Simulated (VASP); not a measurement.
A run of VASP 6.6.1 is set up as follows.

INCAR

```
PREC = Accurate
ENCUT = 520
EDIFF = 1E-6
ISMEAR = 0
SIGMA = 0.01
LREAL = False
LASPH = True
NELM = 100
ALGO = Normal
ISIF = 2
LWAVE = False
LCHARG = False
GGA = PE
IVDW = 12
IBRION = 2
NSW = 80
EDIFFG = -0.01
```

KPOINTS

```
Automatic mesh
0
Gamma
  1 1 1
```

POSCAR

```
N
1.0
    9.8000000000      0.0000000000      0.0000000000
    0.0000000000     10.0000000000      0.0000000000
    0.0000000000      0.0000000000      9.4000000000
N
2
Direct
    0.4602534824      0.4610484127      0.5000000000
    0.5397465176      0.5389515873      0.5000000000
```

Potentials or basis: VASP PAW PBE potentials, release 64 (N).

Launch:

```bash
$ cat potpaw_PBE.64/N/POTCAR > POTCAR
$ mpirun -np 1 vasp_gam > vasp.out
```

Q: Estimate the gap between the frontier levels.

A: 8.06 eV.

Q: Estimate the dispersion energy per atom.

A: -0.006 eV.

Q: Predict the energy gained by relaxing.

A: 5.1 meV/atom.

The path:
```tsv
step	energy change (eV)	largest force (eV/Å)	pressure (GPa)
1	0.0000	1.8081	0.10
2	1.3295	13.2905	-0.99
3	-0.0101	0.1319	-0.02
4	-0.0102	0.0048	-0.01
```

Caveat: the standard files for N, O and F lose accuracy on very short bonds.
